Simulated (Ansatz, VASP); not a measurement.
## Ba: VASP beside Ansatz

The input INCAR:

```
SYSTEM = Ba
ALGO = Normal ; EDIFF = 1E-7
ENCUT = 520 ; GGA = PE
ISIF = 2 ; ISMEAR = -1
LASPH = .TRUE. ; LCHARG = .TRUE.
LELF = .TRUE. ; LREAL = .FALSE.
LVHAR = .TRUE. ; LWAVE = .FALSE.
NBANDS = 11 ; NELM = 80
PREC = Accurate ; SIGMA = 0.05
```

KPOINTS

```
k-points
0
G
  8 8 8
  0 0 0
```

The input POSCAR:

```
Ba
1.0
   -2.5065000000      2.5065000000      2.5566300000
    2.5065000000     -2.5065000000      2.5566300000
    2.5065000000      2.5065000000     -2.5566300000
Ba
1
Direct
    0.0000000000      0.0000000000      0.0000000000
```

File input.yaml:

```yaml
crystal:
  lattice:
    - [-2.5065, 2.5065, 2.55663]
    - [2.5065, -2.5065, 2.55663]
    - [2.5065, 2.5065, -2.55663]
  atoms:
    - { symbol: Ba, position: [0.0, 0.0, 0.0] }
kpoints:
  mp_grid: { grid: [8, 8, 8] }
scf:
  occupations: { method: fermi_dirac, width: 0.05 }
hamiltonian:
  xc: pbe
  pseudopotentials: { kind: all_electron, lapw: { basis_error: 0.001 } }
output:
  forces: true
  stress: true
  eigenvalues: true
```

Change from the starting cell: strain = 0.02.

Alike in both runs: task single point; functional PBE; k mesh 8 × 8 × 8; occupations fermi-dirac, width 0.05 eV; no spin polarisation.

```csv
,VASP,Ansatz
version,VASP 6.6.1,Ansatz 0.2.0
potentials or method,"VASP PAW PBE potentials, release 64 (Ba_sv), cutoff 520 eV","all-electron LAPW, scalar-relativistic"
```

Ansatz gave:

```
gap on the k mesh at the Fermi level (eV)                     : none
pressure (GPa)                                                : -0.2
traceless stress, the component that is largest in VASP (GPa) : -0.06
```

Problem. What did VASP give for the same quantities?

Solution. gap on the k mesh at the Fermi level (eV): none; pressure (GPa): -0.1; traceless stress, the component that is largest in VASP (GPa): -0.06.

A gap of «none» marks a metal or a gap that the smearing closes. Ansatz ran all-electron here, and VASP with PAW potentials.

Spin-orbit coupling is off throughout.
